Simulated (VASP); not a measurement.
Set up this calculation in VASP 6.6.1, as the native input.

* Task: single point
* Functional: PBE
* Potentials or basis: VASP PAW PBE potentials, release 64 (Hf_pv, H, F)
* Cutoff: 520 eV
* k mesh: 6 × 6 × 4
* Occupations: gaussian, width 0.1 eV
* Spin: no spin polarisation
* Dipole correction: no
* Further INCAR settings: ALGO = Normal; EDIFF = 1e-06; NBANDS = 24

The structure of HfHF3 lies in POSCAR:

```
HfHF3
1.0
    3.5875718600      0.0000000000      0.0000000000
    0.0000000000      3.5875718600      0.0000000000
    0.0000000000      0.0000000000      4.5448563800
Hf H F
1 1 3
Direct
    0.0000000000      0.0000000000      0.0000000000
    0.5000000000      0.5000000000      0.6650000200
    0.0000000000      0.5000000000      0.5000000000
    0.5000000000      0.0000000000      0.5000000000
    0.5000000000      0.5000000000      0.1076000000
```

The cell was built from a structure type or drawn by symmetry, and may not be a known phase.

The input as run:

INCAR

```
SYSTEM = HfHF3
PREC = Accurate
ENCUT = 520
EDIFF = 1E-6
ISMEAR = 0
SIGMA = 0.1
LREAL = .False.
LASPH = .True.
NELM = 60
ALGO = Normal
ISIF = 2
LWAVE = .False.
LCHARG = .True.
GGA = PE
LELF = .True.
LVHAR = .True.
NBANDS = 24
```

KPOINTS

```
Automatic mesh
0
Gamma
  6 6 4
  0 0 0
```

Potentials or basis: VASP PAW PBE potentials, release 64 (Hf_pv, H, F).

The run is started by

```sh
$ cat potpaw_PBE.64/Hf_pv/POTCAR potpaw_PBE.64/H/POTCAR potpaw_PBE.64/F/POTCAR > POTCAR
$ mpirun -np 1 vasp_std > vasp.out
```

Results of the run:

* Pressure: -17.4 GPa
* Largest force: 1.123 eV/Å
* Band gap on the k mesh: zero (bands 16 and 17 overlap by 2.21 eV)

Caveat: the cell stands under tension; spin-orbit coupling is left out, which moves the levels of the heavy elements; forces of over 1 eV/Å act on the atoms, so gaps and moduli don't describe the material at rest.

Run time: 18 s on 1 thread of Intel(R) Xeon(R) 6975P-C (Granite Rapids) (shared host), peak memory 0.19 GiB.
